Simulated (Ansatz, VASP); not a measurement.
## One calculation of Hg, two programs

```
CELL_PARAMETERS angstrom
-3.22714 3.22714 3.34470
3.22714 -3.22714 3.34470
3.22714 3.22714 -3.34470
ATOMIC_POSITIONS crystal
Hg 0.87500 0.32927 0.95427
Hg 0.37500 0.92073 0.04573
Hg 0.67073 0.62500 0.54573
Hg 0.07927 0.12500 0.45427
```

Alike in both runs: task single point; functional PBE; k mesh 10 × 10 × 10; occupations gaussian, width 0.05 eV; no spin polarisation.

```csv
,VASP,Ansatz
version,VASP 6.6.1,Ansatz 0.2.0
potentials or method,"VASP PAW PBE potentials, release 64 (Hg), cutoff 520 eV","scalar-relativistic, plane waves, PAW"
valence electrons in the cell,48,80
```

|  | VASP | Ansatz | Ansatz less VASP |
| --- | --- | --- | --- |
| pressure (GPa) | 0.0 | 0.0 | -0.03 |
| traceless stress, the component that is largest in VASP (GPa) | 0.24 | 0.22 | -0.021 |

With one functional, cell and mesh, what is left measures potentials, basis and numerics. VASP's potentials hold 48 valence electrons a cell and Ansatz's 80, so a difference there can come from the potentials and not from the codes.

Neither program's run includes spin-orbit coupling.
